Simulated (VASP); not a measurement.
## Ti3ZnH: single point with PBE

Crystal: Ti3ZnH.

```
CELL_PARAMETERS angstrom
4.00640 0.00000 0.00000
0.00000 4.00640 0.00000
0.00000 0.00000 4.00640
ATOMIC_POSITIONS crystal
Ti 0.00000 0.50000 0.50000
Ti 0.50000 0.50000 0.00000
Ti 0.50000 0.00000 0.50000
Zn 0.00000 0.00000 0.00000
H 0.50000 0.50000 0.50000
```

This cell differs from its parent crystal: volume scaled by 0.97.

```yaml
Program: VASP 6.6.1
Task: single point
Functional: PBE
Potentials_or_basis: VASP PAW PBE potentials, release 64 (Ti_sv, Zn, H)
Cutoff: 520 eV
k_mesh: 10 × 10 × 10
Occupations: gaussian, width 0.1 eV
Spin: no spin polarisation
Dipole_correction: no
Further_INCAR_settings: ALGO = Normal; EDIFF = 1e-06; NBANDS = 32
```

```json
{
  "Pressure": "3.9 GPa"
}
```

Levels at points of the mesh, in eV from the Fermi level:
| k point | band 21 | band 22 | band 23 | band 24 | band 25 | band 26 | band 27 | band 28 | band 29 | band 30 |
| --- | --- | --- | --- | --- | --- | --- | --- | --- | --- | --- |
| (0.00, 0.00, 0.00) | -1.09 | -1.09 | -1.03 | -1.03 | 1.80 | 1.80 | 1.80 | 2.11 | 2.11 | 2.11 |
| (0.50, 0.00, 0.00) | -0.96 | -0.96 | -0.81 | 0.23 | 0.41 | 0.41 | 1.11 | 1.14 | 1.55 | 2.04 |
| (0.50, 0.50, 0.00) | -2.86 | -1.06 | -0.63 | -0.33 | -0.33 | 0.76 | 0.76 | 1.52 | 1.52 | 1.79 |
| (0.50, 0.50, 0.50) | -2.06 | -2.06 | -0.35 | -0.35 | -0.35 | 0.74 | 0.74 | 0.74 | 1.81 | 1.81 |

Run time: 110 s on 1 thread of AMD EPYC 7R43 64-Core Processor (Zen 3), with other jobs on the host, peak memory 0.21 GiB.
